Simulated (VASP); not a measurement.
A run of VASP 6.6.1:

The input INCAR:

```
PREC = Accurate
ENCUT = 520
EDIFF = 1E-6
ISMEAR = 0
SIGMA = 0.05
LREAL = False
LASPH = True
NELM = 100
ALGO = Normal
ISIF = 2
LWAVE = False
LCHARG = True
GGA = PS
LELF = True
LVHAR = True
NBANDS = 26
```

KPOINTS

```
regular mesh
0
Gamma
  8 8 6
```

POSCAR

```
GaN
1.0
    0.0000000000     -2.2490913701     -2.3091421097
    0.0000000000      2.2490913701     -2.3091421097
    4.6182842193      0.0000000000      0.0000000000
Ga N
2 2
Direct
    0.5000000000      0.5000000000      0.5000000000
    0.0000000000      0.0000000000      0.0000000000
    0.0000000000      0.5000000000      0.2500000000
    0.5000000000      0.0000000000      0.7500000000
```

Potentials or basis: VASP PAW PBE potentials, release 64 (Ga_d, N).

Run with:

```sh
$ cat potpaw_PBE.64/Ga_d/POTCAR potpaw_PBE.64/N/POTCAR > POTCAR
$ mpirun -np 1 vasp_std > vasp.out
```

Hardware: 1 thread of Intel(R) Xeon(R) Platinum 8488C (Sapphire Rapids), with other jobs on the host.

How long does it take, and how much memory?

It took 76 s on 1 thread of Intel(R) Xeon(R) Platinum 8488C (Sapphire Rapids) (shared host), peak memory 0.21 GiB. Counts: scf iterations 13, k points 84.
